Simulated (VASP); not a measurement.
Wanted: the native input for a VASP 6.6.1 run.

```
Task                   : relaxation of cell and atoms
Functional             : PBE
Potentials or basis    : VASP PAW PBE potentials, release 64 (Pt)
Cutoff                 : 600 eV
k mesh                 : 16 × 16 × 16
Occupations            : fermi-dirac, width 0.05 eV
Spin                   : no spin polarisation
Dipole correction      : no
Further INCAR settings : ALGO = Normal; EDIFF = 1e-06; IBRION = 2; EDIFFG = -0.005; NSW = 60; ISIF = 3
```

The structure of Pt lies in POSCAR:

```
Pt
1.0
    0.0000000000      1.9857740511      1.9857740511
    1.9857740511      0.0000000000      1.9857740511
    1.9857740511      1.9857740511      0.0000000000
Pt
1
Direct
    0.0000000000      0.0000000000      0.0000000000
```

These files were run (other wordings do the same):

INCAR

```
SYSTEM = Pt
PREC     = Accurate       ! precision mode
ENCUT    = 600            ! plane-wave cutoff, eV
EDIFF    = 1E-6           ! SCF threshold, eV
ISMEAR   = -1             ! smearing method
SIGMA    = 0.05           ! smearing width, eV
LREAL    = .False.        ! projectors in reciprocal space
LASPH    = .True.         ! aspherical terms in the spheres
NELM     = 80             ! most SCF steps
ALGO     = Normal         ! electronic algorithm
ISIF     = 3              ! what is computed and relaxed
LWAVE    = .False.        ! write WAVECAR
LCHARG   = .False.        ! write CHGCAR
GGA      = PE             ! functional
IBRION   = 2              ! ionic algorithm
NSW      = 60             ! ionic steps
EDIFFG   = -0.005         ! ionic threshold
```

KPOINTS

```
regular mesh
0
Gamma
  16 16 16
  0 0 0
```

Potentials or basis: VASP PAW PBE potentials, release 64 (Pt).

Run with:

```console
$ cat potpaw_PBE.64/Pt/POTCAR > POTCAR
$ mpirun -np 1 vasp_std > vasp.out
```

It gave:

```json
{
  "Relaxed volume": "15.62 Å³/atom",
  "Relaxed cell": "a = 2.806 Å, b = 2.806 Å, c = 2.806 Å, α = 60.00°, β = 60.00°, γ = 60.00°",
  "Space group after relaxing (to 0.05 Å)": "Fm-3m (No. 225)",
  "Energy gained by relaxing": "0.1 meV/atom",
  "Ionic steps": "3",
  "Pressure after relaxing": "0.0 GPa",
  "Band gap on the k mesh": "zero (band 5 reaches 11.06 eV, above the bottom of band 6 at 8.96 eV)"
}
```

Caveat: spin-orbit coupling is left out, which moves the levels of the heavy elements.

Wall time 45 s on 1 thread of Intel Xeon 8259CL, with other jobs on the host, peak memory 0.16 GiB.
